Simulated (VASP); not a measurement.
Input of a VASP 6.6.1 run:

File INCAR:

```
  ALGO = Normal
  EDIFF = 1E-6
  ENCUT = 520
  GGA = PE
  ISIF = 2
  ISMEAR = -1
  LASPH = T
  LCHARG = T
  LELF = T
  LREAL = F
  LVHAR = T
  LWAVE = F
  NBANDS = 44
  NELM = 60
  PREC = Accurate
  SIGMA = 0.02
```

Contents of KPOINTS:

```
k-points
0
Gamma
  5 5 4
```

POSCAR

```
SiO2
1.0
    4.9709000000      0.0000000000      0.0000000000
    0.0000000000      4.9709000000      0.0000000000
    0.0000000000      0.0000000000      6.9278000000
Si O
4 8
Direct
    0.3054739665      0.3054739665      0.0000000000
    0.1945260335      0.8054739665      0.2500000000
    0.6945260335      0.6945260335      0.5000000000
    0.8054739665      0.1945260335      0.7500000000
    0.2364627603      0.1167944280      0.1852238888
    0.3832055720      0.7364627603      0.4352238888
    0.7635372397      0.8832055720      0.6852238888
    0.6167944280      0.2635372397      0.9352238888
    0.7364627603      0.3832055720      0.5647761112
    0.8832055720      0.7635372397      0.3147761112
    0.2635372397      0.6167944280      0.0647761112
    0.1167944280      0.2364627603      0.8147761112
```

Potentials or basis: VASP PAW PBE potentials, release 64 (Si, O).

The run is started by

```console
$ cat potpaw_PBE.64/Si/POTCAR potpaw_PBE.64/O/POTCAR > POTCAR
$ mpirun -np 1 vasp_std > vasp.out
```

(1) Estimate the pressure.

(2) What does it give for the band gap on the k mesh?

(3) What does it give for the largest force?

Answers

(1) 1.4 GPa.

(2) 5.62 eV.

(3) 0.018 eV/Å.
